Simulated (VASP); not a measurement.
MoS2: single point with PBE

Crystal: MoS2.

```
CELL_PARAMETERS angstrom
1.58000 0.91221 6.15000
-1.58000 0.91221 6.15000
0.00000 -1.82443 6.15000
ATOMIC_POSITIONS crystal
Mo 0.00000 0.00000 0.00000
S 0.25000 0.25000 0.25000
S 0.41700 0.41700 0.41700
```

```
Program                : VASP 6.6.1
Task                   : single point
Functional             : PBE
Potentials or basis    : VASP PAW PBE potentials, release 64 (Mo_sv, S)
Cutoff                 : 520 eV
k mesh                 : 4 × 4 × 4
Occupations            : fermi-dirac, width 0.1 eV
Spin                   : no spin polarisation
Dipole correction      : no
Further INCAR settings : ALGO = Normal; EDIFF = 1e-06; NBANDS = 20
```

The pressure is 4.8 GPa, the largest force is 0.471 eV/Å and the band gap on the k mesh is 1.23 eV (least direct gap 2.12 eV).

Forces on the atoms (eV/Å):
```
Mo   0.000  0.000  0.081
S    0.000  0.000 -0.471
S    0.000  0.000  0.389
```

Stress tensor (GPa, compression positive):
```
3.89 0.00 0.00
0.00 3.89 0.00
0.00 0.00 6.59
```

Levels at points of the mesh, in eV from the valence-band top:
```
           k point  band 9  band 10  band 11  band 12  band 13  band 14  band 15  band 16  band 17  band 18
(0.00, 0.00, 0.00)   -3.47    -2.34    -2.34    -1.28    -1.17     2.03     2.03     2.44     2.44     5.51
(0.50, 0.00, 0.00)   -5.08    -4.06    -2.38    -1.68    -1.49     1.59     2.03     3.49     3.50     5.28
(0.50, 0.50, 0.00)   -4.79    -3.99    -2.94    -1.86    -1.33     1.54     2.15     3.03     3.92     6.01
(0.50, 0.50, 0.50)   -3.49    -3.49    -2.31    -2.31     0.00     2.12     2.12     2.31     2.31     5.60
```

Run time: 36 s on 1 thread of Intel Xeon 8259CL (shared host), peak memory 0.3 GiB.

Caveat: the k points lie up to 0.58 Å⁻¹ apart. A k mesh can miss the band edges.
